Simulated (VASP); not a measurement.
# Bi2TePd2 (R-3m) in VASP: further runs, part 2 of 2

VASP 6.6.1.

## 5. Relaxation of cell and atoms, RPBE

This run uses another cell than the first one, of 24.87 Å³/atom.

File INCAR:

```
PREC = Accurate
ENCUT = 500
EDIFF = 1E-7
ISMEAR = 1
SIGMA = 0.0135
LREAL = F
LASPH = T
NELM = 120
ALGO = Normal
ISIF = 3
LWAVE = F
LCHARG = F
GGA = RP
IBRION = 2
NSW = 60
EDIFFG = -0.01
GGA_COMPAT = F
NELMIN = 4
```

File KPOINTS:

```
Automatic mesh
0
Gamma
  5 5 5
```

File POSCAR:

```
Bi2TePd2
1.0
    3.9545050000      0.0000000000      0.0000000000
   -1.9772530000      3.4247070000      0.0000000000
   -1.9772530000      1.1415690000      9.1817980000
Bi Pd Te
2 2 1
Direct
    0.3980600000      0.6019400000      0.1941800000
    0.6019400000      0.3980600000      0.8058200000
    0.2116000000      0.7884000000      0.6348000000
    0.7884000000      0.2116000000      0.3652000000
    0.0000000000      0.0000000000      0.0000000000
```

Potentials or basis: VASP PAW PBE potentials, release 64 (Bi_d, Pd, Te).

Launch:

```console
> cat potpaw_PBE.64/Bi_d/POTCAR potpaw_PBE.64/Pd/POTCAR potpaw_PBE.64/Te/POTCAR > POTCAR
> mpirun -np 1 vasp_std > vasp.out
```

OUTCAR:

```text
PREC = Accurate
   ENCUT = 500
   EDIFF = 1E-7
   ISMEAR = 1
   LREAL = F
   LASPH = T
   NELM = 120
   ISIF = 3
   GGA = RP
   IBRION = 2
   NSW = 60
   EDIFFG = -0.01
   NELMIN = 4

 ion  position               nearest neighbor table
   1  0.398  0.602  0.194-   4 2.77   4 2.77   4 2.77   5 2.90   5 2.90   5 2.90
   2  0.602  0.398  0.806-   3 2.77   3 2.77   3 2.77   5 2.90   5 2.90   5 2.90
   3  0.212  0.788  0.635-   2 2.77   2 2.77   2 2.77   4 3.37   4 3.37   4 3.37
   4  0.788  0.212  0.365-   1 2.77   1 2.77   1 2.77   3 3.37   3 3.37   3 3.37
   5  0.000  0.000  0.000-   2 2.90   1 2.90   2 2.90   1 2.90   2 2.90   1 2.90

  LATTYP: Found a trigonal (rhomboedric) cell.
 ALAT       =     9.4614017841
 COS(alpha) =     0.9126537401

  Lattice vectors:

 A1 = (  -1.9772530000,   1.1415690000,   9.1817980000)
 A2 = (  -0.0000000000,  -2.2831380000,   9.1817980000)
 A3 = (   1.9772520000,   1.1415690000,   9.1817980000)

Analysis of symmetry for initial positions (statically):
=====================================================================
 Subroutine PRICEL returns:
 Original cell was already a primitive cell.

 Routine SETGRP: Setting up the symmetry group for a
 trigonal (rhombohedral) supercell.

 Subroutine GETGRP returns: Found 12 space group operations
 (whereof 12 operations were pure point group operations)
 out of a pool of 12 trial point group operations.
[... 175 lines left out ...]
  external PRESSURE =     119.4056486 kB  Pullay stress =       0.0000000 kB
[... 98 lines left out ...]
  FREE ENERGIE OF THE ION-ELECTRON SYSTEM (eV)
  ---------------------------------------------------
  free  energy   TOTEN  =       -18.5914215550 eV

  energy  without entropy=      -18.5912094168  energy(sigma->0) =      -18.59135084

 E-fermi :   6.3774     XC(G=0):  -9.9863

 val. band max:        6.3732760996   @ k =   0.4000   0.2000  -0.0000
 cond. band min:       6.4257461142   @ k =   0.2000   0.2000  -0.0000
 fundamental gap:      0.0524700147
 Fermi energy:         6.3773628383

 k-point     1 :       0.0000    0.0000    0.0000
  band No.  band energies     occupation
      1     -16.5404      2.00000
      2     -16.5403      2.00000
      3     -16.5400      2.00000
      4     -16.5400      2.00000
      5     -16.5363      2.00000
      6     -16.5324      2.00000
[... 673 lines left out ...]
     32       9.3393      0.00000
     33      10.0993      0.00000

[... ionic steps 4 to 49 ...]

--------------------------------------- Ionic step       50  -------------------------------------------

 number of electron      55.9999986 magnetization

------------------------ aborting loop because EDIFF is reached ----------------------------------------
[... 73 lines left out ...]
--------------------------------------- Ionic step       52  -------------------------------------------

 number of electron      55.9999987 magnetization

 Free energy of the ion-electron system (eV)
  ---------------------------------------------------
  ext. energy  EPLUGINS =         0.00000000
  ---------------------------------------------------
  free energy    TOTEN  =       -19.79010482 eV

  energy without entropy =      -19.79001148  energy(sigma->0) =      -19.79007370

 E-fermi :   7.2709     XC(G=0): -10.2531

 val. band max:        7.2650018078   @ k =   0.2000  -0.0000  -0.0000
 cond. band min:       7.3159221835   @ k =  -0.4000   0.2000   0.0000
 fundamental gap:      0.0509203758
 Fermi energy:         7.2708968316

 k-point     1 :       0.0000    0.0000    0.0000
  band No.  band energies     occupation
      1     -15.8287      2.00000
      2     -15.8002      2.00000
      3     -15.8002      2.00000
      4     -15.7843      2.00000
      5     -15.7843      2.00000
      6     -15.7700      2.00000
[... 705 lines left out ...]
  FREE ENERGIE OF THE ION-ELECTRON SYSTEM (eV)
  ---------------------------------------------------
  free  energy   TOTEN  =       -19.7901048171 eV

  energy  without entropy=      -19.7900114777  energy(sigma->0) =      -19.79007370

 reached required accuracy - stopping structural energy minimisation
```

CONTCAR:

```text
Bi2TePd2
   1.00000000000000
     4.4001833983899132   -0.0000000595678485    0.0000000238379436
    -2.2000923071330223    3.8106775071553622   -0.0000000119189751
    -2.2000922180316311    1.2702258555744073    7.8781157123137628
  Bi              Pd              Te
     2     2     1
Direct
     0.4243684238981937    0.5756315760234271    0.2731052719297180
     0.5756315761018059    0.4243684239765726    0.7268947280702818
     0.1862235221279484    0.8137764778539505    0.5586705664381550
     0.8137764778720514    0.1862235221460494    0.4413294335618448
     0.0000000000000000    0.0000000000000000    0.0000000000000000

  0.00000000E+00  0.00000000E+00  0.00000000E+00
  0.00000000E+00  0.00000000E+00  0.00000000E+00
  0.00000000E+00  0.00000000E+00  0.00000000E+00
  0.00000000E+00  0.00000000E+00  0.00000000E+00
  0.00000000E+00  0.00000000E+00  0.00000000E+00
```

Run time: 27 min. Hardware: 1 thread of Intel Xeon 6975P-C (Granite Rapids), shared host; peak memory 0.31 GiB.

Results:

```
Free energy                           : -19.7901 eV
Relaxed volume                        : 26.42 Å³/atom
Relaxed cell                          : a = 4.400 Å, b = 4.400 Å, c = 8.278 Å, α = 74.59°, β = 105.41°, γ = 120.00°
Space group after relaxing (to 0.1 Å) : R-3m (No. 166)
Energy gained by relaxing             : 469.5 meV/atom
Ionic steps                           : 52
Pressure after relaxing               : 0.0 GPa
Largest force after relaxing          : 0.007 eV/Å
Band gap on the k mesh                : zero (bands 28 and 29 overlap by 2.07 eV)
```

Forces in eV/Å, atoms in the order of the input:
```
Bi   0.000  0.000 -0.007
Bi   0.000  0.000  0.007
Pd   0.000  0.000  0.007
Pd   0.000  0.000 -0.007
Te   0.000  0.000  0.000
```

Step by step:
| step | energy change (eV) | largest force (eV/Å) | pressure (GPa) | volume (Å³) |
| --- | --- | --- | --- | --- |
| 1 | 0.0000 | 3.2859 | 11.94 | 124.35 |
| 3 | -1.1490 | 1.2165 | -1.82 | 148.99 |
| 5 | -1.3173 | 0.7545 | -0.81 | 144.61 |
| 7 | -1.3943 | 0.7837 | 0.46 | 140.66 |
| 9 | -1.4804 | 0.7944 | -0.33 | 141.00 |
| 11 | -1.6388 | 0.1180 | -5.27 | 148.33 |
| 13 | -1.6850 | 0.3729 | -4.48 | 145.52 |
| 15 | -1.8759 | 0.3279 | -2.85 | 140.10 |
| 17 | -1.8998 | 0.3260 | -2.06 | 138.38 |
| 19 | -1.9210 | 0.3616 | -1.45 | 136.90 |
| 21 | -2.0426 | 0.6132 | 0.40 | 131.80 |
| 23 | -2.0583 | 0.5983 | 1.11 | 130.28 |
| 25 | -2.1093 | 0.5642 | 0.78 | 130.27 |
| 27 | -2.1481 | 0.2775 | -1.21 | 133.94 |
| 29 | -2.2006 | 0.1059 | 0.02 | 131.19 |
| 31 | -2.2071 | 0.1421 | 0.59 | 130.09 |
| 33 | -2.2445 | 0.3120 | -0.51 | 132.22 |
| 35 | -2.1551 | 0.1554 | -3.00 | 138.36 |
| 37 | -2.2881 | 0.5156 | -1.99 | 135.30 |
| 39 | -2.3048 | 0.2741 | -1.48 | 134.47 |
| 41 | -2.3166 | 0.3586 | -1.38 | 134.15 |
| 43 | -2.3244 | 0.1288 | 1.75 | 128.52 |
| 45 | -2.3386 | 0.2137 | 0.25 | 131.08 |
| 47 | -2.3474 | 0.0304 | 0.03 | 131.94 |
| 49 | -2.3475 | 0.0223 | 0.01 | 132.06 |
| 51 | -2.3476 | 0.0090 | -0.07 | 132.16 |
| 52 | -2.3476 | 0.0070 | -0.04 | 132.10 |

Final structure:
```
CELL_PARAMETERS angstrom
4.40018 0.00000 0.00000
-2.20009 3.81068 0.00000
-2.20009 1.27023 7.87812
ATOMIC_POSITIONS crystal
Bi 0.42437 0.57563 0.27311
Bi 0.57563 0.42437 0.72689
Pd 0.18622 0.81378 0.55867
Pd 0.81378 0.18622 0.44133
Te 0.00000 0.00000 0.00000
```

Caveat: the k points lie up to 0.33 Å⁻¹ apart in the final cell, too coarse for converged energies and pressures of a metal; the PAW data sets were made with another functional, which shifts forces and pressure a little; spin-orbit coupling is left out, which moves the levels of the heavy elements.

## 6. Relaxation of cell and atoms, PBE

This run uses another cell than the first one, of 24.87 Å³/atom.

File INCAR:

```
SYSTEM = Bi2TePd2
PREC = Accurate
ENCUT = 500
EDIFF = 1E-7
ISMEAR = 0
SIGMA = 0.005
LREAL = .FALSE.
LASPH = .TRUE.
NELM = 120
ALGO = Normal
ISIF = 3
LWAVE = .FALSE.
LCHARG = .FALSE.
GGA = PE
IBRION = 2
NSW = 60
EDIFFG = -0.01
GGA_COMPAT = .FALSE.
NELMIN = 4
```

File KPOINTS:

```
regular mesh
0
G
  5 5 5
  0 0 0
```

POSCAR is that of step 5.

Potentials or basis: VASP PAW PBE potentials, release 64 (Bi_d, Pd, Te).

Launch:

```console
> cat potpaw_PBE.64/Bi_d/POTCAR potpaw_PBE.64/Pd/POTCAR potpaw_PBE.64/Te/POTCAR > POTCAR
> mpirun -np 1 vasp_std > vasp.out
```

It took 17 min on 1 thread of Intel Xeon 6975P-C (Granite Rapids), shared host; peak memory 0.3 GiB.

Results (log left out):

```
Free energy                           : -22.0781 eV
Relaxed volume                        : 25.64 Å³/atom
Relaxed cell                          : a = 4.344 Å, b = 4.344 Å, c = 8.235 Å, α = 74.71°, β = 105.29°, γ = 120.00°
Space group after relaxing (to 0.1 Å) : R-3m (No. 166)
Energy gained by relaxing             : 469.1 meV/atom
Ionic steps                           : 32
Pressure after relaxing               : 0.0 GPa
Largest force after relaxing          : 0.007 eV/Å
Band gap on the k mesh                : zero (bands 28 and 29 overlap by 2.11 eV)
```

Forces on the atoms (eV/Å):
```
Bi   0.000  0.000  0.007
Bi   0.000  0.000 -0.007
Pd   0.000  0.000 -0.005
Pd   0.000  0.000  0.005
Te   0.000  0.000  0.000
```

Step by step:
```tsv
step	energy change (eV)	largest force (eV/Å)	pressure (GPa)	volume (Å³)
1	0.0000	3.3343	9.83	124.35
2	-0.8414	0.8756	-4.99	153.85
3	-0.9478	1.3016	-2.43	145.20
4	-1.1782	0.7297	-1.22	140.29
5	-1.2570	1.1021	0.74	135.57
6	-1.3921	1.0909	-0.11	135.25
7	-1.7254	0.9569	-1.93	134.30
8	-1.8350	0.5047	-0.13	132.41
9	-1.9092	0.4711	-2.19	133.37
10	-1.9721	0.6429	3.25	124.02
11	-1.9981	0.5585	1.11	127.07
12	-2.1055	0.4433	1.09	126.76
13	-2.1076	0.8579	1.90	125.07
14	-2.1625	0.6335	1.45	125.95
15	-2.1966	0.5553	-2.56	132.26
16	-2.2072	0.4347	-1.39	130.09
17	-2.2924	0.4894	-0.32	127.88
18	-2.2773	0.3007	1.53	124.64
19	-2.3091	0.4208	0.39	126.53
20	-2.3303	0.1928	-0.11	127.79
21	-2.3314	0.2208	-0.24	128.17
22	-2.3390	0.1469	0.55	127.18
23	-2.3390	0.1421	0.60	127.12
24	-2.3438	0.0771	0.11	128.07
25	-2.3442	0.0561	-0.07	128.44
26	-2.3449	0.0362	-0.03	128.34
27	-2.3454	0.0216	0.11	128.02
28	-2.3455	0.0092	0.08	128.09
29	-2.3456	0.0242	-0.09	128.35
30	-2.3456	0.0204	-0.05	128.28
31	-2.3457	0.0128	-0.02	128.23
32	-2.3457	0.0066	0.01	128.19
```

Final structure:
```
Bi Pd Te
1.0
     4.34411    0.00000    0.00000
    -2.17206    3.76212    0.00000
    -2.17206    1.25404    7.84349
Bi Pd Te
2 2 1
Cartesian
  0.0000 2.5081 2.1329
  0.0000 2.5081 5.7106
  -2.1721 3.7621 4.3935
  2.1721 1.2540 3.4500
  0.0000 0.0000 0.0000
```

Levels at points of the mesh, in eV from the Fermi level:
```
           k point  band 24  band 25  band 26  band 27  band 28  band 29  band 30  band 31  band 32  band 33
(0.00, 0.00, 0.00)    -1.46    -1.40    -0.99    -0.99     1.36     1.36     1.92     2.62     2.62     2.64
```

Caveat: the k points lie up to 0.34 Å⁻¹ apart in the final cell, too coarse for converged energies and pressures of a metal; spin-orbit coupling is left out, which moves the levels of the heavy elements.

## 7. Relaxation of cell and atoms, PBE

This run uses another cell than the first one, of 24.87 Å³/atom.

File INCAR:

```
SYSTEM = Bi2TePd2
PREC = Accurate
ENCUT = 500
EDIFF = 1E-7
ISMEAR = 1
SIGMA = 0.0135
LREAL = .False.
LASPH = .True.
NELM = 120
ALGO = Normal
ISIF = 3
LWAVE = .False.
LCHARG = .False.
GGA = PE
IBRION = 2
NSW = 60
EDIFFG = -0.01
ISYM = 0
GGA_COMPAT = .False.
NELMIN = 4
```

File KPOINTS:

```
regular mesh
0
Gamma
  5 5 5
  0 0 0
```

POSCAR is that of step 6.

Launch:

```console
> cat potpaw_PBE.64/Bi_d/POTCAR potpaw_PBE.64/Pd/POTCAR potpaw_PBE.64/Te/POTCAR > POTCAR
> mpirun -np 1 vasp_std > vasp.out
```

Wall time 59 min (1 thread of Intel Xeon 6975P-C (Granite Rapids), shared host); peak memory 0.43 GiB.

It converged, with:

```
Free energy                           : -22.0781 eV
Relaxed volume                        : 25.66 Å³/atom
Relaxed cell                          : a = 4.346 Å, b = 4.346 Å, c = 8.234 Å, α = 74.71°, β = 105.29°, γ = 119.99°
Space group after relaxing (to 0.1 Å) : R-3m (No. 166)
Energy gained by relaxing             : 469.2 meV/atom
Ionic steps                           : 35
Pressure after relaxing               : 0.0 GPa
Largest force after relaxing          : 0.007 eV/Å
Band gap on the k mesh                : zero (bands 28 and 29 overlap by 2.11 eV)
```

Forces in eV/Å, atoms in the order of the input:
```
Bi   0.001  0.000  0.007
Bi  -0.001  0.000 -0.007
Pd   0.000  0.000  0.006
Pd   0.000  0.000 -0.006
Te   0.000  0.000  0.000
```

The path:
| step | energy change (eV) | largest force (eV/Å) | pressure (GPa) | volume (Å³) |
| --- | --- | --- | --- | --- |
| 1 | 0.0000 | 3.3416 | 9.81 | 124.35 |
| 2 | -0.8435 | 0.8763 | -4.98 | 153.80 |
| 3 | -0.9489 | 1.2977 | -2.43 | 145.21 |
| 4 | -1.1789 | 0.7272 | -1.22 | 140.28 |
| 5 | -1.2573 | 1.0994 | 0.73 | 135.57 |
| 6 | -1.3921 | 1.0881 | -0.11 | 135.26 |
| 7 | -1.7258 | 0.9534 | -1.93 | 134.30 |
| 8 | -1.8393 | 0.4983 | -0.20 | 132.40 |
| 9 | -1.9113 | 0.4611 | -2.21 | 133.36 |
| 10 | -1.9723 | 0.6398 | 3.21 | 124.06 |
| 11 | -1.9985 | 0.5501 | 1.07 | 127.11 |
| 12 | -2.1023 | 0.4558 | 1.12 | 126.71 |
| 13 | -2.0878 | 0.8549 | 2.49 | 124.45 |
| 14 | -2.1573 | 0.6704 | 1.62 | 125.56 |
| 15 | -2.1638 | 0.4193 | 1.34 | 126.17 |
| 16 | -2.1685 | 0.5436 | 1.45 | 125.91 |
| 17 | -2.2033 | 0.4145 | -2.42 | 132.02 |
| 18 | -2.2148 | 0.4098 | -1.25 | 129.92 |
| 19 | -2.2815 | 0.3139 | -0.43 | 128.09 |
| 20 | -2.2930 | 0.3226 | 0.88 | 125.73 |
| 21 | -2.2992 | 0.3670 | 0.27 | 126.77 |
| 22 | -2.2998 | 0.3591 | 0.42 | 126.52 |
| 23 | -2.3188 | 0.2658 | -0.18 | 127.82 |
| 24 | -2.3200 | 0.2945 | -0.37 | 128.28 |
| 25 | -2.3324 | 0.2193 | 0.67 | 126.98 |
| 26 | -2.3324 | 0.2171 | 0.70 | 126.94 |
| 27 | -2.3418 | 0.1198 | 0.05 | 128.24 |
| 28 | -2.3427 | 0.1089 | -0.22 | 128.80 |
| 29 | -2.3447 | 0.0809 | 0.02 | 128.36 |
| 30 | -2.3451 | 0.0631 | 0.18 | 128.09 |
| 31 | -2.3455 | 0.0182 | -0.13 | 128.51 |
| 32 | -2.3456 | 0.0135 | -0.06 | 128.41 |
| 33 | -2.3457 | 0.0122 | 0.00 | 128.27 |
| 34 | -2.3457 | 0.0115 | 0.03 | 128.19 |
| 35 | -2.3458 | 0.0074 | -0.03 | 128.28 |

Final structure:
```
Bi Pd Te
1.0
     4.34573    0.00048    0.00039
    -2.17246    3.76374   -0.00039
    -2.17250    1.25429    7.84225
Bi Pd Te
2 2 1
Direct
  0.42397 0.57603 0.27205
  0.57603 0.42397 0.72795
  0.18659 0.81341 0.55971
  0.81341 0.18659 0.44029
  0.00000 0.00000 0.00000
```

Levels at points of the mesh, in eV from the Fermi level:
| k point | band 25 | band 26 | band 27 | band 28 | band 29 | band 30 | band 31 | band 32 |
| --- | --- | --- | --- | --- | --- | --- | --- | --- |
| (0.00, 0.00, 0.00) | -1.40 | -0.99 | -0.99 | 1.35 | 1.36 | 1.92 | 2.61 | 2.61 |

Caveat: the k points lie up to 0.34 Å⁻¹ apart in the final cell, too coarse for converged energies and pressures of a metal; spin-orbit coupling is left out, which moves the levels of the heavy elements.

## 8. The runs side by side

```csv
task,level,cell,smearing,gap on the mesh (eV),pressure (GPa),relaxed volume (Å³/atom),largest force (eV/Å)
single point,PBE,"a = 4.346, b = 4.346, c = 8.236 Å, angles 74.7, 105.3, 120.0°, 5 atoms, atomic positions A",gaussian 0.005 eV,none,0.0,-,0.02
single point,RPBE,"a = 4.399, b = 4.399, c = 8.281 Å, angles 74.6, 105.4, 120.0°, 5 atoms, atomic positions A",methfessel-paxton 0.0135 eV,none,0.0,-,0.01
relaxation of cell and atoms,PBE,"relaxed from a = 3.955, b = 3.955, c = 9.461 Å, angles 77.9, 102.1, 120.0°, 5 atoms, atomic positions B",methfessel-paxton 0.0135 eV,none,0.0,25.66,0.01
relaxation of cell and atoms,RPBE,"relaxed from a = 3.955, b = 3.955, c = 9.461 Å, angles 77.9, 102.1, 120.0°, 5 atoms, atomic positions B",methfessel-paxton 0.0135 eV,none,0.0,26.42,0.01
relaxation of cell and atoms,PBE,"relaxed from a = 3.955, b = 3.955, c = 9.461 Å, angles 77.9, 102.1, 120.0°, 5 atoms, atomic positions B",gaussian 0.005 eV,none,0.0,25.64,0.01
```

Alike in all rows: potentials or basis VASP PAW PBE potentials, release 64 (Bi_d, Pd, Te); no spin polarisation; k mesh 5 × 5 × 5; cutoff (eV) 500.

Caveats: some runs use coarse meshes; spin-orbit coupling is left out, which moves the levels of the heavy elements; the PAW data sets were made with another functional, which shifts forces and pressure a little (at least some runs).

Absolute energies hang on the potentials; compare differences alone.
